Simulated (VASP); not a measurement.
**Co: single point with revPBE+D4**

Crystal: Co.

```xyz
2
Lattice="2.4718 0.0000 0.0000 -1.2359 2.1406 0.0000 0.0000 0.0000 3.9875" Properties=species:S:1:pos:R:3 pbc="T T T"
Co    1.2359    0.7135    2.9906
Co    0.0000    1.4271    0.9969
```

```yaml
Program: VASP 6.6.1
Task: single point
Functional: revPBE
Dispersion: D4
Potentials_or_basis: VASP PAW PBE potentials, release 64 (Co)
Cutoff: 520 eV
k_mesh: 12 × 12 × 7
Occupations: fermi-dirac, width 0.05 eV
Spin: collinear spin, ferromagnetic start
Starting_moments: "[2.0, 2.0] μB"
Dipole_correction: no
Further_INCAR_settings: ALGO = Normal; EDIFF = 1e-06; NBANDS = 20
```

| Quantity | Value |
| --- | --- |
| Pressure | -0.9 GPa |
| Net moment | 3.20 μB per cell |
| Site moments | Co +1.62 μB |
| Valence electrons inside the program's atomic spheres | Co 8.33 |
| Dispersion energy per atom | -0.750 eV |

Stress tensor (GPa, compression positive):
```
-0.81  0.00  0.00
 0.00 -0.81  0.00
 0.00  0.00 -0.95
```

Levels at points of the mesh, in eV from the Fermi level:
Spin up:
| k point | band 7 | band 8 | band 9 | band 10 | band 11 | band 12 | band 13 | band 14 | band 15 | band 16 |
| --- | --- | --- | --- | --- | --- | --- | --- | --- | --- | --- |
| (0.00, 0.00, 0.00) | -2.32 | -1.96 | -1.96 | -0.81 | -0.81 | -0.04 | 6.66 | 22.18 | 25.06 | 25.06 |
| (0.50, 0.00, 0.00) | -2.21 | -0.68 | -0.57 | -0.53 | 1.37 | 3.46 | 9.95 | 10.65 | 13.00 | 14.37 |
Spin down:
```csv
k point,band 4,band 5,band 6,band 7,band 8,band 9,band 10,band 11
"(0.00, 0.00, 0.00)",-0.99,-0.99,-0.60,-0.60,-0.18,-0.18,-0.14,1.09
"(0.50, 0.00, 0.00)",-1.92,-1.17,-1.06,-0.62,1.23,1.37,1.40,2.62
```

Run time: 24 s on 1 thread of Intel(R) Xeon(R) 6975P-C (Granite Rapids) (shared host), peak memory 0.16 GiB.

Caveat: the PAW data sets were made with another functional, which shifts forces and pressure a little; pairwise dispersion overbinds metals, which lowers pressure and volume.
